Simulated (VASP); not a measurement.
**BeS: single point with r2SCAN**

Crystal: BeS.

```
Be S
1.0
     3.30024    0.00000    0.00000
    -1.65012    2.85809    0.00000
     0.00000    0.00000    5.25522
Be S
2 2
Cartesian
  0.0000 0.0000 0.0000
  0.0000 0.0000 2.6276
  0.0000 1.9054 1.3138
  1.6501 0.9527 3.9414
```

- Program: VASP 6.6.1
- Task: single point
- Functional: r2SCAN
- Potentials or basis: VASP PAW PBE potentials, release 64 (Be, S)
- Cutoff: 520 eV
- k mesh: 12 × 12 × 4
- Occupations: fermi-dirac, width 0.02 eV
- Spin: no spin polarisation

The pressure is -0.1 GPa and the band gap on the k mesh is 1.81 eV, indirect (least direct gap 4.04 eV).

Levels at points of the mesh, in eV from the valence-band top:
| k point | band 5 | band 6 | band 7 | band 8 | band 9 | band 10 | band 11 | band 12 |
| --- | --- | --- | --- | --- | --- | --- | --- | --- |
| (0.00, 0.00, 0.00) | -0.82 | -0.79 | -0.79 | 0.00 | 4.04 | 5.54 | 6.35 | 6.35 |
| (0.50, 0.00, 0.00) | -5.07 | -3.55 | -2.75 | -0.68 | 3.54 | 4.34 | 4.42 | 4.43 |
| (0.00, 0.00, 0.50) | -0.73 | -0.73 | -0.73 | -0.73 | 4.95 | 4.95 | 5.76 | 5.76 |
| (0.50, 0.00, 0.50) | -2.49 | -2.49 | -2.33 | -2.33 | 3.62 | 3.62 | 4.92 | 4.92 |

Wall time 2.5 min on 1 thread of Intel Xeon 6975P-C (shared host), peak memory 0.19 GiB.

Caveat: the PAW data sets were made with another functional, which shifts forces and pressure a little. A k mesh can miss the band edges.
